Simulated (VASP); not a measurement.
# Au (I4/mmm) in VASP: further runs

Runs on Au. Level: PBE. Tasks: single point.

All numbers are computed with VASP 6.6.1; they aren't measurements. Logs are shortened: lines on timing, memory, paths and dates and some standing lists are left out, and cuts for length are marked.

### 1 The cell of the first run

Symmetry: I4/mmm, No. 139, tetragonal system. The conventional cell has a = 3.433 Å, b = 3.433 Å, c = 3.222 Å, α = 90.00°, β = 90.00°, γ = 90.00°. Within 3.8 Å of Au (site symmetry 4/mmm) lie 14 Au at 2.91 to 3.43 Å.

### 2 Single point, PBE (biaxial strain in the a-b plane: +4.0 %)

INCAR reads:

```
PREC     = Accurate       # precision mode
ENCUT    = 500            # plane-wave cutoff, eV
EDIFF    = 1E-6           # SCF threshold, eV
ISMEAR   = 0              # smearing method
SIGMA    = 0.1            # smearing width, eV
LREAL    = False          # projectors in reciprocal space
LASPH    = True           # aspherical terms in the spheres
NELM     = 120            # most SCF steps
ALGO     = Normal         # electronic algorithm
ISIF     = 2              # what is computed and relaxed
LWAVE    = False          # write WAVECAR
LCHARG   = False          # write CHGCAR
GGA      = PE             # functional
NBANDS   = 18             # bands
GGA_COMPAT= False
```

KPOINTS reads:

```
regular mesh
0
Gamma
  16 16 16
```

POSCAR reads:

```
Au
1.0
    3.4333613999      0.0000000000      0.0000000000
    0.0000000000      3.4333613999      0.0000000000
    0.0000000000      0.0000000000      3.2220776214
Au
2
Direct
    0.0000000000      0.0000000000      0.0000000000
    0.5000000000      0.5000000000      0.5000000000
```

Potentials or basis: VASP PAW PBE potentials, release 64 (Au).

Launch:

```
$ cat potpaw_PBE.64/Au/POTCAR > POTCAR
$ mpirun -np 1 vasp_std > vasp.out
```

OUTCAR:

```text
PREC = Accurate
   ENCUT = 500
   EDIFF = 1E-6
   ISMEAR = 0
   LREAL = False
   LASPH = True
   NELM = 120
   ISIF = 2
   GGA = PE

 ion  position               nearest neighbor table
   1  0.000  0.000  0.000-   2 2.91   2 2.91   2 2.91   2 2.91   2 2.91   2 2.91   2 2.91   2 2.91

   2  0.500  0.500  0.500-   1 2.91   1 2.91   1 2.91   1 2.91   1 2.91   1 2.91   1 2.91   1 2.91

  LATTYP: Found a simple tetragonal cell.
 ALAT       =     3.4333613999
 C/A-ratio  =     0.9384615384

  Lattice vectors:

 A1 = (   3.4333613999,   0.0000000000,   0.0000000000)
 A2 = (   0.0000000000,   3.4333613999,   0.0000000000)
 A3 = (   0.0000000000,   0.0000000000,   3.2220776214)

Analysis of symmetry for initial positions (statically):
=====================================================================
 Subroutine PRICEL returns following result:

  LATTYP: Found a body centered tetragonal cell.
 ALAT       =     3.4333613999
 C/A-ratio  =     0.9384615384

  Lattice vectors:

 A1 = (  -1.7166806999,  -1.7166806999,  -1.6110388107)
 A2 = (   1.7166806999,   1.7166806999,  -1.6110388107)
 A3 = (   1.7166806999,  -1.7166806999,   1.6110388107)

   2 primitive cells build up your supercell.

 Routine SETGRP: Setting up the symmetry group for a
 simple tetragonal supercell.

 Subroutine GETGRP returns: Found 16 space group operations
 (whereof 16 operations were pure point group operations)
 out of a pool of 16 trial point group operations.

The static configuration has the point symmetry D_4h.

Analysis of symmetry for dynamics (positions and initial velocities):
=====================================================================
 Subroutine PRICEL returns following result:

  LATTYP: Found a body centered tetragonal cell.
 ALAT       =     3.4333613999
 C/A-ratio  =     0.9384615384

  Lattice vectors:

 A1 = (  -1.7166806999,  -1.7166806999,  -1.6110388107)
 A2 = (   1.7166806999,   1.7166806999,  -1.6110388107)
 A3 = (   1.7166806999,  -1.7166806999,   1.6110388107)

   2 primitive cells build up your supercell.

 Routine SETGRP: Setting up the symmetry group for a
 simple tetragonal supercell.

 Subroutine GETGRP returns: Found 16 space group operations
 (whereof 16 operations were pure point group operations)
 out of a pool of 16 trial point group operations.

The dynamic configuration has the point symmetry D_4h.

 Subroutine INISYM returns: Found 16 space group operations
 (whereof 16 operations are pure point group operations),
 and found     2 'primitive' translations

----------------------------------------------------------------------------------------

                                     Primitive cell

  volume of cell :      18.9909

  direct lattice vectors                    reciprocal lattice vectors
    -1.716680700 -1.716680700 -1.611038811     0.000000000 -0.291259755 -0.310358755
     1.716680700  1.716680700 -1.611038811     0.291259755  0.000000000 -0.310358755
     1.716680700 -1.716680700  1.611038811     0.291259755 -0.291259755  0.000000000

  length of vectors
     2.913662867  2.913662867  2.913662867     0.425622840  0.425622840  0.411903496

  position of ions in fractional coordinates (direct lattice)
     0.000000000  0.000000000  0.000000000

  ion indices of the primitive-cell ions
   primitive index   ion index
                 1           1

----------------------------------------------------------------------------------------

 KPOINTS: regular mesh

Automatic generation of k-mesh.
 Grid dimensions read from file:
 generate k-points for:   16   16   16

 Generating k-lattice:

  Cartesian coordinates                     Fractional coordinates (reciprocal lattice)
     0.018203735  0.000000000  0.000000000     0.062500000  0.000000000  0.000000000
     0.000000000  0.018203735  0.000000000     0.000000000  0.062500000  0.000000000
     0.000000000  0.000000000  0.019397422     0.000000000  0.000000000  0.062500000

  Length of vectors
     0.018203735  0.018203735  0.019397422

  Shift w.r.t. Gamma in fractional coordinates (k-lattice)
     0.000000000  0.000000000  0.000000000

 Subroutine IBZKPT returns following result:
 ===========================================

 Found    405 irreducible k-points:

 Following reciprocal coordinates:
            Coordinates               Weight
  0.000000  0.000000  0.000000      1.000000
  0.062500  0.000000  0.000000      4.000000
  0.125000  0.000000  0.000000      4.000000
  0.187500  0.000000  0.000000      4.000000
  0.250000  0.000000  0.000000      4.000000
  0.312500  0.000000  0.000000      4.000000
[... 16 lines left out ...]
  0.437500  0.125000  0.000000      8.000000
  0.500000  0.125000  0.000000      4.000000
 [... further k-points ...]
   k-points           NKPTS =    405   k-points in BZ     NKDIM =    405   number of bands    NBANDS=     18
   number of dos      NEDOS =    301   number of ions     NIONS =      2
   total plane-waves  NPLWV =  18816
   dimension x,y,z NGX =    28 NGY =   28 NGZ =   24
   dimension x,y,z NGXF=    56 NGYF=   56 NGZF=   48
   ions per type =               2
   NGX,Y,Z   is equivalent  to a cutoff of  13.56, 13.56, 12.38 a.u.
   NGXF,Y,Z  is equivalent  to a cutoff of  27.12, 27.12, 24.77 a.u.
 SYSTEM =  unknown system
   PREC   = accura    normal or accurate (medium, high low for compatibility)
   ISTART =      0    job   : 0-new  1-cont  2-samecut
   ICHARG =      2    charge: 1-file 2-atom 10-const
   ISPIN  =      1    spin polarized calculation?
   LNONCOLLINEAR =      F non collinear calculations
   LSORBIT =      F    spin-orbit coupling
   LASPH  =      T    aspherical Exc in radial PAW
   ENCUT  =  500.0 eV  36.75 Ry    6.06 a.u.   6.26  6.26  5.87*2*pi/ulx,y,z
   NELM   =    120;   NELMIN=  2; NELMDL= -5     # of ELM steps
   EDIFF  = 0.1E-05   stopping-criterion for ELM
   LREAL  =      F    real-space projection
   EDIFFG = 0.1E-04   stopping-criterion for IOM
   NSW    =      0    number of steps for IOM
   IBRION =     -1    ionic relax: 0-MD 1-quasi-New 2-CG
   NFREE  =      0    steps in history (QN), initial steepest desc. (CG)
   ISIF   =      2    stress and relaxation
   ISYM   =      2    0-nonsym 1-usesym 2-fastsym
   POTIM  = 0.5000    time-step for ionic-motion
   TEBEG  =    0.0;   TEEND  =   0.0 temperature during run
   PSTRESS=    0.0 pullay stress
   NELECT =      22.0000    total number of electrons
   NUPDOWN=      -1.0000    fix difference up-down
   EMIN   =  10.00;   EMAX   =-10.00  energy-range for DOS
   EFERMI =   0.00;   METHOD = LEGACY
   ISMEAR =     0;   SIGMA  =   0.10  broadening in eV -4-tet -1-fermi 0-gaus
   EFERMI_NEDOS =   21; number of points for ismear=-14 and -15
   IALGO  =     38    algorithm
   IMIX   =      4    mixing-type and parameters
     AMIX     =   0.40;   BMIX     =  1.00
     AMIX_MAG =   1.60;   BMIX_MAG =  1.00
  volume/ion in A,a.u.               =      18.99       128.16
  Fermi-wavevector in a.u.,A,eV,Ry     =   1.364659  2.578831 25.338039  1.862293
  Thomas-Fermi vector in A             =   2.490955
   LORBIT       =      0    0 simple, 1 ext, 2 COOP (PROOUT), +10 PAW based schemes
   GGA     = PE    functional components
   LHFCALC =     F    Hartree Fock is set to
   AEXX    =    0.0000 exact exchange contribution
   IVDW    =     0    specifies the selected vdW correction
   LEPSILON=     F    determine dielectric tensor
   LRPA    =     F    only Hartree local field effects (RPA)
 non-spin polarized calculation
 Gauss-broadening in eV      SIGMA  =   0.10
  energy-cutoff  :      500.00
  volume of cell :       37.98
 maximum number of plane-waves:       984
 NGX is ok and might be reduce to    28
   NGX = 13   NGY = 13   NGZ = 11

 number of electron      21.9999995 magnetization

 Free energy of the ion-electron system (eV)
  ---------------------------------------------------
  ext. energy  EPLUGINS =         0.00000000
  ---------------------------------------------------
  free energy    TOTEN  =        -6.36640646 eV

  energy without entropy =       -6.36308631  energy(sigma->0) =       -6.36474639

 E-fermi :   7.8205     XC(G=0): -12.0769

 val. band max:        7.8188190988   @ k =   0.5000   0.5000   0.0625
 cond. band min:       7.8259279934   @ k =   0.4375   0.2500   0.1250
 fundamental gap:      0.0071088946
 Fermi energy:         7.8204673690

 k-point     1 :       0.0000    0.0000    0.0000
  band No.  band energies     occupation
      1      -0.9841      2.00000
      2       1.8518      2.00000
      3       1.8541      2.00000
      4       3.2409      2.00000
      5       3.6042      2.00000
      6       3.6042      2.00000
[... 10 lines left out ...]
     17      23.4380      0.00000
     18      23.8554      0.00000

 k-point     2 :       0.0625    0.0000    0.0000
  band No.  band energies     occupation
      1      -0.9212      2.00000
      2       1.8768      2.00000
      3       1.8885      2.00000
      4       3.2473      2.00000
      5       3.6092      2.00000
      6       3.6243      2.00000
[... 10 lines left out ...]
     17      23.4282      0.00000
     18      23.7888      0.00000

 k-point     3 :       0.1250    0.0000    0.0000
  band No.  band energies     occupation
      1      -0.7341      2.00000
      2       1.9505      2.00000
      3       1.9878      2.00000
      4       3.2681      2.00000
      5       3.6256      2.00000
      6       3.6844      2.00000
[... 10 lines left out ...]
     17      23.4216      0.00000
     18      23.6050      0.00000

 k-point     4 :       0.1875    0.0000    0.0000
  band No.  band energies     occupation
      1      -0.4282      2.00000
      2       2.0700      2.00000
      3       2.1390      2.00000
      4       3.3064      2.00000
      5       3.6566      2.00000
      6       3.7827      2.00000
[... 10 lines left out ...]
     17      23.3254      0.00000
     18      23.6619      0.00000

 k-point     5 :       0.2500    0.0000    0.0000
  band No.  band energies     occupation
      1      -0.0135      2.00000
      2       2.2277      2.00000
      3       2.3208      2.00000
      4       3.3676      2.00000
      5       3.7074      2.00000
      6       3.9167      2.00000
[... 10 lines left out ...]
     17      23.0961      0.00000
     18      23.9079      0.00000

 k-point     6 :       0.3125    0.0000    0.0000
  band No.  band energies     occupation
      1       0.4922      2.00000
      2       2.3971      2.00000
      3       2.5143      2.00000
      4       3.4576      2.00000
      5       3.7836      2.00000
      6       4.0827      2.00000
[... 10 lines left out ...]
     17      23.0542      0.00000
     18      23.2686      0.00000

 k-point     7 :       0.3750    0.0000    0.0000
  band No.  band energies     occupation
      1       1.0580      2.00000
      2       2.4930      2.00000
      3       2.7367      2.00000
      4       3.5826      2.00000
      5       3.8775      2.00000
      6       3.8909      2.00000
[... 10 lines left out ...]
     17      22.2841      0.00000
     18      23.0101      0.00000

 k-point     8 :       0.4375    0.0000    0.0000
  band No.  band energies     occupation
      1       1.6291      2.00000
      2       2.4161      2.00000
      3       2.9992      2.00000
      4       3.5833      2.00000
      5       3.7475      2.00000
      6       4.0339      2.00000
[... 10 lines left out ...]
     17      21.1358      0.00000
     18      22.7648      0.00000
[... 229 lines left out ...]
     17      23.1719      0.00000
     18      23.6925      0.00000

 k-point    20 :       0.2500    0.1250    0.0000
  band No.  band energies     occupation
      1       0.1806      2.00000
      2       2.2521      2.00000
      3       2.4849      2.00000
      4       3.3830      2.00000
      5       3.4310      2.00000
      6       4.2842      2.00000
[... 10 lines left out ...]
     17      23.2269      0.00000
     18      23.5771      0.00000

 k-point    21 :       0.3125    0.1250    0.0000
  band No.  band energies     occupation
      1       0.6425      2.00000
      2       2.3631      2.00000
      3       2.6960      2.00000
      4       3.4571      2.00000
      5       3.4659      2.00000
      6       4.3046      2.00000
[... 10 lines left out ...]
     17      23.1898      0.00000
     18      23.2439      0.00000

 k-point    22 :       0.3750    0.1250    0.0000
  band No.  band energies     occupation
      1       1.1429      2.00000
      2       2.4065      2.00000
      3       2.9066      2.00000
      4       3.5227      2.00000
      5       3.5408      2.00000
      6       4.1555      2.00000
[... 10 lines left out ...]
     17      22.7857      0.00000
     18      23.3062      0.00000

 k-point    23 :       0.4375    0.1250    0.0000
  band No.  band energies     occupation
      1       1.6289      2.00000
      2       2.3065      2.00000
      3       3.1215      2.00000
      4       3.5055      2.00000
      5       3.6306      2.00000
      6       3.9772      2.00000
[... 10 lines left out ...]
     17      22.3749      0.00000
     18      22.7978      0.00000

 k-point    24 :       0.5000    0.1250    0.0000
  band No.  band energies     occupation
      1       2.0364      2.00000
      2       2.0364      2.00000
      3       3.3359      2.00000
      4       3.3359      2.00000
      5       3.7823      2.00000
      6       3.7823      2.00000
[... 10 lines left out ...]
     17      21.9526      0.00000
     18      21.9526      0.00000

 [... further k-points ...]
[... 5 lines left out ...]
  --------------------------------------------------------------------------------------
  -------------------------------------------------------------------------------------
  Total       -1.4409981     -1.4409981     -1.5817668      0.0000000     -0.0000000     -0.0000000
  in kB      -60.7853524    -60.7853524    -66.7233742      0.0000000     -0.0000000     -0.0000000
  external PRESSURE =     -62.7646930 kB  Pullay stress =       0.0000000 kB

 VOLUME and BASIS-vectors are now :
 -----------------------------------------------------------------------------
  energy-cutoff  :      500.00
  volume of cell :       37.98
      direct lattice vectors                 reciprocal lattice vectors
     3.433361400  0.000000000  0.000000000     0.291259755  0.000000000  0.000000000
     0.000000000  3.433361400  0.000000000     0.000000000  0.291259755  0.000000000
     0.000000000  0.000000000  3.222077621     0.000000000  0.000000000  0.310358755

 POSITION                                       TOTAL-FORCE (eV/Angst)
 -----------------------------------------------------------------------------------
      0.00000      0.00000      0.00000        -0.000000     -0.000000      0.000000
      1.71668      1.71668      1.61104         0.000000      0.000000     -0.000000
 -----------------------------------------------------------------------------------
    total drift:                                0.000000      0.000000      0.000000

  FREE ENERGIE OF THE ION-ELECTRON SYSTEM (eV)
  ---------------------------------------------------
  free  energy   TOTEN  =        -6.3664064635 eV

  energy  without entropy=       -6.3630863119  energy(sigma->0) =       -6.36474639
```

Wall time 92 s (1 thread of AMD EPYC 9R45 (Zen 5), shared host); peak memory 0.29 GiB.

What came out:

* Free energy: -6.3664 eV
* Pressure: -6.3 GPa
* Band gap on the k mesh: zero (band 11 reaches 10.57 eV, above the bottom of band 12 at 5.73 eV)

Levels at points of the mesh, in eV from the Fermi level:
```
           k point  band 8  band 9  band 10  band 11  band 12  band 13  band 14  band 15
(0.00, 0.00, 0.00)   -2.55   -1.82    -1.82    -1.70     5.59     5.59     7.36     8.30
(0.50, 0.00, 0.00)   -3.61   -3.10    -3.10    -2.09    -2.09    12.01    12.01    12.11
(0.50, 0.50, 0.00)   -2.70   -1.52    -1.52    -0.44    -0.44     2.62     2.62    12.89
(0.00, 0.00, 0.50)   -3.93   -3.24    -3.24    -1.41    -1.41    11.36    11.36    12.74
(0.50, 0.00, 0.50)   -2.39   -1.46    -1.46    -0.09    -0.09     3.11     3.11    11.95
(0.50, 0.50, 0.50)   -2.65   -2.44    -2.44     2.59     2.59     6.38     6.38     6.92
```

Caveat: the cell differs from its parent crystal (biaxial strain in the a-b plane: +4.0 %); spin-orbit coupling is left out, which moves the levels of the heavy elements.

### 3 Single point, PBE (biaxial strain in the a-b plane: +6.0 %)

INCAR reads:

```
  PREC = Accurate
  ENCUT = 500
  EDIFF = 1E-6
  ISMEAR = 0
  SIGMA = 0.1
  LREAL = False
  LASPH = True
  NELM = 120
  ALGO = Normal
  ISIF = 2
  LWAVE = False
  LCHARG = False
  GGA = PE
  NBANDS = 18
  GGA_COMPAT = False
```

KPOINTS is that of step 2.

POSCAR reads:

```
Au
1.0
    3.4993875806      0.0000000000      0.0000000000
    0.0000000000      3.4993875806      0.0000000000
    0.0000000000      0.0000000000      3.1824619130
Au
2
Direct
    0.0000000000      0.0000000000      0.0000000000
    0.5000000000      0.5000000000      0.5000000000
```

Potentials or basis: VASP PAW PBE potentials, release 64 (Au).

Launch:

```
$ cat potpaw_PBE.64/Au/POTCAR > POTCAR
$ mpirun -np 1 vasp_std > vasp.out
```

Run time: 92 s. Hardware: 1 thread of AMD EPYC 9R45 (Zen 5), shared host; peak memory 0.29 GiB.

It converged, with:

```yaml
Free_energy: -6.3242 eV
Pressure: -8.5 GPa
Band_gap_on_the_k_mesh: zero (band 11 reaches 10.19 eV, above the bottom of band 12 at 5.29 eV)
```

Stress tensor (GPa, compression positive):
```
-8.25  0.00  0.00
 0.00 -8.25  0.00
 0.00  0.00 -9.12
```

Levels at points of the mesh, in eV from the Fermi level:
```tsv
k point	band 7	band 8	band 9	band 10	band 11	band 12	band 13	band 14	band 15	band 16
(0.00, 0.00, 0.00)	-3.05	-2.42	-1.81	-1.81	-1.65	5.32	5.32	7.88	7.95	13.75
(0.50, 0.00, 0.00)	-3.40	-3.40	-2.98	-2.98	-2.14	-2.14	11.58	11.58	11.76	11.76
(0.50, 0.50, 0.00)	-2.69	-2.69	-1.54	-1.54	-0.41	-0.41	2.36	2.36	13.22	13.22
(0.00, 0.00, 0.50)	-3.87	-3.87	-3.17	-3.17	-1.13	-1.13	10.95	10.95	12.49	12.49
(0.50, 0.00, 0.50)	-2.20	-2.20	-1.47	-1.47	0.09	0.09	3.09	3.09	11.79	11.79
(0.50, 0.50, 0.50)	-2.63	-2.63	-2.35	-2.35	2.61	2.61	6.14	6.14	6.93	6.93
```

Caveat: the cell differs from its parent crystal (biaxial strain in the a-b plane: +6.0 %); spin-orbit coupling is left out, which moves the levels of the heavy elements.
